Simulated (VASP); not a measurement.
# Bi (I4_1/amd) in VASP: further runs

The runs below take Bi through single point, with PBE.

Everything below comes from runs of VASP 6.6.1. Logs are shortened: lines on timing, memory, paths and dates and some standing lists are left out, and cuts for length are marked.

**1. The cell of the first run**

Symmetry: I4_1/amd, No. 141, tetragonal system. The conventional cell has a = 5.867 Å, b = 5.867 Å, c = 3.096 Å, α = 90.00°, β = 90.00°, γ = 90.00°. Within 4.0 Å of Bi (site symmetry -4m2) lie 10 Bi at 3.03 to 3.74 Å.

**2. Single point, PBE**

Contents of INCAR:

```
PREC = Accurate ; ENCUT = 520
EDIFF = 1E-6 ; ISMEAR = -1
SIGMA = 0.08 ; LREAL = False
LASPH = True ; NELM = 100
ALGO = Normal ; ISIF = 2
LWAVE = False ; LCHARG = False
GGA = PE ; NBANDS = 22
```

Contents of KPOINTS:

```
Automatic mesh
0
Gamma
  14 14 14
```

Contents of POSCAR:

```
Bi
1.0
   -2.9337224556      2.9337224556      1.5482007525
    2.9337224556     -2.9337224556      1.5482007525
    2.9337224556      2.9337224556     -1.5482007525
Bi
2
Direct
   -0.3750000000     -0.1250000000     -0.2500000000
    0.3750000000      0.1250000000      0.2500000000
```

Potentials or basis: VASP PAW PBE potentials, release 64 (Bi_d).

On the command line:

```bash
cat potpaw_PBE.64/Bi_d/POTCAR > POTCAR
mpirun -np 1 vasp_std > vasp.out
```

OUTCAR:

```text
PREC = Accurate
   ENCUT = 520
   EDIFF = 1E-6
   ISMEAR = -1
   LREAL = False
   LASPH = True
   NELM = 100
   ISIF = 2
   GGA = PE

 ion  position               nearest neighbor table
   1  0.625  0.875  0.750-   2 3.03   2 3.03   2 3.03   2 3.03   2 3.74   2 3.74   2 3.74   2 3.74

   2  0.375  0.125  0.250-   1 3.03   1 3.03   1 3.03   1 3.03   1 3.74   1 3.74   1 3.74   1 3.74

  LATTYP: Found a body centered tetragonal cell.
 ALAT       =     5.8674449112
 C/A-ratio  =     0.5277257055

  Lattice vectors:

 A1 = (  -2.9337224556,   2.9337224556,   1.5482007525)
 A2 = (   2.9337224556,  -2.9337224556,   1.5482007525)
 A3 = (   2.9337224556,   2.9337224556,  -1.5482007525)

Analysis of symmetry for initial positions (statically):
=====================================================================
 Subroutine PRICEL returns:
 Original cell was already a primitive cell.

 Routine SETGRP: Setting up the symmetry group for a
 body centered tetragonal supercell.

 Subroutine GETGRP returns: Found 16 space group operations
 (whereof  4 operations were pure point group operations)
 out of a pool of 16 trial point group operations.

The static configuration has the point symmetry C_2h.
 The point group associated with its full space group is D_4h.

Analysis of symmetry for dynamics (positions and initial velocities):
=====================================================================
 Subroutine PRICEL returns:
 Original cell was already a primitive cell.

 Routine SETGRP: Setting up the symmetry group for a
 body centered tetragonal supercell.

 Subroutine GETGRP returns: Found 16 space group operations
 (whereof  4 operations were pure point group operations)
 out of a pool of 16 trial point group operations.

The dynamic configuration has the point symmetry C_2h.
 The point group associated with its full space group is D_4h.

 Subroutine INISYM returns: Found 16 space group operations
 (whereof  4 operations are pure point group operations),
 and found     1 'primitive' translations

----------------------------------------------------------------------------------------

                                     Primitive cell

  volume of cell :      53.2998

  direct lattice vectors                    reciprocal lattice vectors
[... 81 lines left out ...]
   ISPIN  =      1    spin polarized calculation?
   LNONCOLLINEAR =      F non collinear calculations
   LSORBIT =      F    spin-orbit coupling
   LASPH  =      T    aspherical Exc in radial PAW
   ENCUT  =  520.0 eV  38.22 Ry    6.18 a.u.   8.23  8.23  8.23*2*pi/ulx,y,z
   NELM   =    100;   NELMIN=  2; NELMDL= -5     # of ELM steps
   EDIFF  = 0.1E-05   stopping-criterion for ELM
   LREAL  =      F    real-space projection
   EDIFFG = 0.1E-04   stopping-criterion for IOM
   NSW    =      0    number of steps for IOM
   IBRION =     -1    ionic relax: 0-MD 1-quasi-New 2-CG
   NFREE  =      0    steps in history (QN), initial steepest desc. (CG)
   ISIF   =      2    stress and relaxation
   ISYM   =      2    0-nonsym 1-usesym 2-fastsym
   POTIM  = 0.5000    time-step for ionic-motion
   TEBEG  =    0.0;   TEEND  =   0.0 temperature during run
   PSTRESS=    0.0 pullay stress
   NELECT =      30.0000    total number of electrons
   NUPDOWN=      -1.0000    fix difference up-down
   EMIN   =  10.00;   EMAX   =-10.00  energy-range for DOS
   EFERMI =   0.00;   METHOD = LEGACY
   ISMEAR =    -1;   SIGMA  =   0.08  broadening in eV -4-tet -1-fermi 0-gaus
   EFERMI_NEDOS =   21; number of points for ismear=-14 and -15
   IALGO  =     38    algorithm
   IMIX   =      4    mixing-type and parameters
     AMIX     =   0.40;   BMIX     =  1.00
     AMIX_MAG =   1.60;   BMIX_MAG =  1.00
  volume/ion in A,a.u.               =      26.65       179.84
  Fermi-wavevector in a.u.,A,eV,Ry     =   1.351679  2.554302 24.858325  1.827035
  Thomas-Fermi vector in A             =   2.479081
   LORBIT       =      0    0 simple, 1 ext, 2 COOP (PROOUT), +10 PAW based schemes
   GGA     = PE    functional components
   LHFCALC =     F    Hartree Fock is set to
   AEXX    =    0.0000 exact exchange contribution
   IVDW    =     0    specifies the selected vdW correction
   LEPSILON=     F    determine dielectric tensor
   LRPA    =     F    only Hartree local field effects (RPA)
 non-spin polarized calculation
  energy-cutoff  :      520.00
  volume of cell :       53.30
 maximum number of plane-waves:      1461
 NGX is ok and might be reduce to    36
   NGX = 17   NGY = 17   NGZ = 17

 number of electron      29.9999993 magnetization

 Free energy of the ion-electron system (eV)
  ---------------------------------------------------
  ext. energy  EPLUGINS =         0.00000000
  ---------------------------------------------------
  free energy    TOTEN  =        -6.92895560 eV

  energy without entropy =       -6.90924848  energy(sigma->0) =       -6.91910204

 E-fermi :  10.0792     XC(G=0): -10.9695

 val. band max:       10.0701079417   @ k =  -0.0714   0.4286   0.0714
 cond. band min:      10.0839963728   @ k =   0.4286   0.2857   0.1429
 fundamental gap:      0.0138884311
 Fermi energy:        10.0791748520

 k-point     1 :       0.0000    0.0000    0.0000
  band No.  band energies     occupation
      1     -13.4407      2.00000
      2     -13.3532      2.00000
      3     -13.2779      2.00000
      4     -13.2492      2.00000
      5     -12.9817      2.00000
      6     -12.9817      2.00000
[... 589 lines left out ...]
     21      17.5446      0.00000
     22      20.4729      0.00000

 [... further k-points ...]

------------------------ aborting loop because EDIFF is reached ----------------------------------------

  FORCE on cell =-STRESS in cart. coord.  units (eV):
  Direction    XX          YY          ZZ          XY          YZ          ZX
  --------------------------------------------------------------------------------------
  -------------------------------------------------------------------------------------
  Total        6.9530105      6.9530105      6.9548362      0.0000000      0.0000000      0.0000000
  in kB      209.0057093    209.0057093    209.0605905      0.0000000      0.0000000      0.0000000
  external PRESSURE =     209.0240030 kB  Pullay stress =       0.0000000 kB

 VOLUME and BASIS-vectors are now :
 -----------------------------------------------------------------------------
  energy-cutoff  :      520.00
  volume of cell :       53.30
      direct lattice vectors                 reciprocal lattice vectors
    -2.933722456  2.933722456  1.548200753     0.000000000  0.170431937  0.322955534
     2.933722456 -2.933722456  1.548200753     0.170431937  0.000000000  0.322955534
     2.933722456  2.933722456 -1.548200753     0.170431937  0.170431937  0.000000000

 POSITION                                       TOTAL-FORCE (eV/Angst)
 -----------------------------------------------------------------------------------
      2.93372      1.46686      1.16115        -0.000000     -0.000000     -0.000000
      0.00000      1.46686      0.38705         0.000000      0.000000      0.000000
 -----------------------------------------------------------------------------------
    total drift:                               -0.000000     -0.000000      0.000000

  FREE ENERGIE OF THE ION-ELECTRON SYSTEM (eV)
  ---------------------------------------------------
  free  energy   TOTEN  =        -6.9289555960 eV

  energy  without entropy=       -6.9092484778  energy(sigma->0) =       -6.91910204
```

OSZICAR:

```text
N       E                     dE             d eps       ncg     rms          rms(c)
DAV:   1     0.309289221471E+03    0.30929E+03   -0.16252E+04 10770   0.181E+03
DAV:   2     0.187988881328E+02   -0.29049E+03   -0.28268E+03 10940   0.459E+02
DAV:   3    -0.609478739528E+01   -0.24894E+02   -0.24502E+02 12956   0.143E+02
DAV:   4    -0.690961217475E+01   -0.81482E+00   -0.81406E+00 13066   0.278E+01
DAV:   5    -0.694617447935E+01   -0.36562E-01   -0.36560E-01 15752   0.532E+00    0.105E+00
DAV:   6    -0.693449472954E+01    0.11680E-01   -0.15007E-02 14584   0.137E+00    0.595E-01
DAV:   7    -0.692894082579E+01    0.55539E-02   -0.78716E-03 15106   0.109E+00    0.103E-01
DAV:   8    -0.692896195411E+01   -0.21128E-04   -0.64445E-04 13126   0.295E-01    0.171E-02
DAV:   9    -0.692895857373E+01    0.33804E-05   -0.26610E-05 15960   0.414E-02    0.385E-03
DAV:  10    -0.692895540417E+01    0.31696E-05   -0.26171E-06 10338   0.227E-02    0.107E-03
DAV:  11    -0.692895559603E+01   -0.19186E-06   -0.24087E-07  7738   0.554E-03
   1 F= -.69289556E+01 E0= -.69191020E+01  d E =-.197071E-01
```

Wall time 2 min (1 thread of Intel Xeon 6975P-C (Granite Rapids), shared host); peak memory 0.36 GiB.

Results:

```yaml
Free_energy: -6.9290 eV
Pressure: 20.9 GPa
Band_gap_on_the_k_mesh: zero (band 15 reaches 14.25 eV, above the bottom of band 16 at 7.57 eV)
```

Caveat: spin-orbit coupling is left out, which moves the levels of the heavy elements.

**3. Single point, PBE**

Contents of INCAR:

```
SYSTEM = Bi
ALGO     = Normal         ! electronic algorithm
EDIFF    = 1E-7           ! SCF threshold, eV
ENCUT    = 520            ! plane-wave cutoff, eV
GGA      = PE             ! functional
ISIF     = 2              ! what is computed and relaxed
ISMEAR   = -1             ! smearing method
LASPH    = .TRUE.         ! aspherical terms in the spheres
LCHARG   = .TRUE.         ! write CHGCAR
LELF     = .TRUE.         ! ELF
LREAL    = .FALSE.        ! projectors in reciprocal space
LVHAR    = .TRUE.       
LWAVE    = .FALSE.        ! write WAVECAR
NBANDS   = 22             ! bands
NELM     = 60             ! most SCF steps
PREC     = Accurate       ! precision mode
SIGMA    = 0.08           ! smearing width, eV
```

Contents of KPOINTS:

```
k-points
0
G
  14 14 14
  0 0 0
```

POSCAR is that of step 2.

Potentials or basis: VASP PAW PBE potentials, release 64 (Bi_d).

On the command line:

```bash
cat potpaw_PBE.64/Bi_d/POTCAR > POTCAR
mpirun -np 1 vasp_std > vasp.out
```

It took 2.2 min on 1 thread of Intel Xeon 6975P-C (Granite Rapids), shared host; peak memory 0.36 GiB.

The run converged. Its results:

* Free energy: -6.9290 eV
* Pressure: 20.9 GPa
* Band gap on the k mesh: zero (band 15 reaches 14.25 eV, above the bottom of band 16 at 7.57 eV)

Levels at points of the mesh, in eV from the Fermi level:
```tsv
k point	band 11	band 12	band 13	band 14	band 15	band 16	band 17	band 18	band 19	band 20
(0.00, 0.00, 0.00)	-15.05	-8.96	-4.02	-4.02	2.15	4.11	4.11	5.61	5.65	8.39
(0.50, 0.00, 0.00)	-11.13	-9.20	-5.22	-3.75	-2.84	0.78	1.25	2.62	5.92	8.29
(0.50, 0.50, 0.00)	-12.91	-12.91	-1.25	-1.25	-1.05	-1.05	4.72	4.72	9.22	9.22
(0.50, 0.50, 0.50)	-12.02	-12.02	-6.65	-6.65	4.04	4.04	7.14	7.14	10.62	10.62
```

Caveat: spin-orbit coupling is left out, which moves the levels of the heavy elements.
